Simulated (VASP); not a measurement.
The system is HfO2.

```
CELL_PARAMETERS angstrom
5.18443 0.00000 0.00000
0.00000 4.97117 0.00000
0.00000 0.00000 4.99891
ATOMIC_POSITIONS crystal
Hf 0.96699 0.73252 0.74144
Hf 0.53301 0.73252 0.24144
Hf 0.46699 0.26748 0.74144
Hf 0.03301 0.26748 0.24144
O 0.63213 0.92865 0.87927
O 0.86787 0.92865 0.37927
O 0.23395 0.53988 0.49229
O 0.26605 0.53988 0.99229
O 0.76605 0.46012 0.99229
O 0.73395 0.46012 0.49229
O 0.13213 0.07135 0.87927
O 0.36787 0.07135 0.37927
```

Base run:

| Quantity | Value |
| --- | --- |
| Program | VASP 6.6.1 |
| Functional | PBE |
| Dispersion | D4 |
| Potentials or basis | VASP PAW PBE potentials, release 64 (Hf_pv, O) |
| Cutoff | 520 eV |
| k mesh | 5 × 6 × 5 |
| Occupations | fermi-dirac, width 0.05 eV |
| Spin | no spin polarisation |

Its results: band gap on the k mesh 4.51 eV (least direct gap 4.71 eV); pressure 8.6 GPa; largest force 0.134 eV/Å.

The run is repeated on the same cell with these changes: functional from PBE to RPBE. What comes out?

Band gap on the k mesh 4.59 eV (least direct gap 4.78 eV); pressure 8.9 GPa; largest force 0.148 eV/Å.

Caveats: the cell stands under pressure; spin-orbit coupling is left out, which moves the levels of the heavy elements; the PAW data sets were made with another functional, which shifts forces and pressure a little (at least some runs).

A k mesh can miss the band edges.
